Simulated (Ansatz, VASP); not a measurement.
Two plane-wave programs on CuI

```
CELL_PARAMETERS angstrom
5.26391 0.00000 0.00000
0.03123 5.26381 0.00000
0.00000 0.00000 4.30700
ATOMIC_POSITIONS crystal
Cu 0.42044 0.57956 0.75000
Cu 0.57956 0.42044 0.25000
I 0.77004 0.22996 0.75000
I 0.22996 0.77004 0.25000
```

Alike in both runs: task single point; functional r2SCAN; k mesh 4 × 4 × 6; no spin polarisation.

```csv
,VASP,Ansatz
version,VASP 6.6.1,Ansatz 0.2.0
potentials or method,"VASP PAW PBE potentials, release 64 (Cu, I)","plane waves, PAW"
plane-wave cutoff (eV),660,500
occupations,"gaussian, width 0.01 eV",fixed
valence electrons in the cell,36,72
```

Ansatz gave:

| Property | Result |
| --- | --- |
| gap on the k mesh at the Fermi level (eV) | 1.40 |

**Question.** Estimate VASP's values.

**Answer.** gap on the k mesh at the Fermi level (eV): 1.41.

VASP's potentials were made for PBE, not for r2SCAN. VASP's potentials hold 36 valence electrons a cell and Ansatz's 72, so a difference there can come from the potentials and not from the codes.

Spin-orbit coupling is off throughout.
